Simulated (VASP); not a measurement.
A run of VASP 6.6.1 is set up as follows.

File POSCAR:

```
Cs
1.0
    5.0255533248      0.0000000000      0.0000000000
    0.0000000000      5.0255533248      0.0000000000
    0.0000000000      0.0000000000      5.0255533248
Cs
1
Direct
    0.0000000000      0.0000000000      0.0000000000
```

File INCAR.step1:

```
SYSTEM = Cs
ALGO = Normal
EDIFF = 1E-5
ENCUT = 520
GGA = PE
ISIF = 2
ISMEAR = -1
LASPH = .TRUE.
LREAL = .FALSE.
LWAVE = .TRUE.
NBANDS = 10
NELM = 80
PREC = Accurate
SIGMA = 0.1
```

Contents of INCAR.step2:

```
SYSTEM = Cs
AEXX = 0.25
ALGO = Normal
EDIFF = 1E-6
ENCUT = 520
ISIF = 2
ISMEAR = -1
ISTART = 1
LASPH = .TRUE.
LCHARG = .TRUE.
LELF = .TRUE.
LHFCALC = .TRUE.
LMIXTAU = .TRUE.
LREAL = .FALSE.
LVHAR = .TRUE.
LWAVE = .FALSE.
METAGGA = R2SCAN
NBANDS = 10
NELM = 80
PREC = Accurate
PRECFOCK = Normal
SIGMA = 0.1
```

KPOINTS

```
k-points
0
G
  3 3 3
  0 0 0
```

Potentials or basis: VASP PAW PBE potentials, release 64 (Cs_sv).

Launch:

```sh
$ cat potpaw_PBE.64/Cs_sv/POTCAR > POTCAR
$ cp INCAR.step1 INCAR
$ mpirun -np 1 vasp_std > vasp.out
$ cp INCAR.step2 INCAR
$ mpirun -np 1 vasp_std > vasp.out
```

Question: What does it give for the pressure?

Answer: 0.0 GPa.

Question: Estimate the band gap on the k mesh.

Answer: Zero (an odd number of electrons rules out a gap without spin polarisation).

Caveat: the k points lie up to 0.42 Å⁻¹ apart, too coarse for converged energies and pressures of a metal; the PAW data sets were made with another functional, which shifts forces and pressure a little; spin-orbit coupling is left out, which moves the levels of the heavy elements.
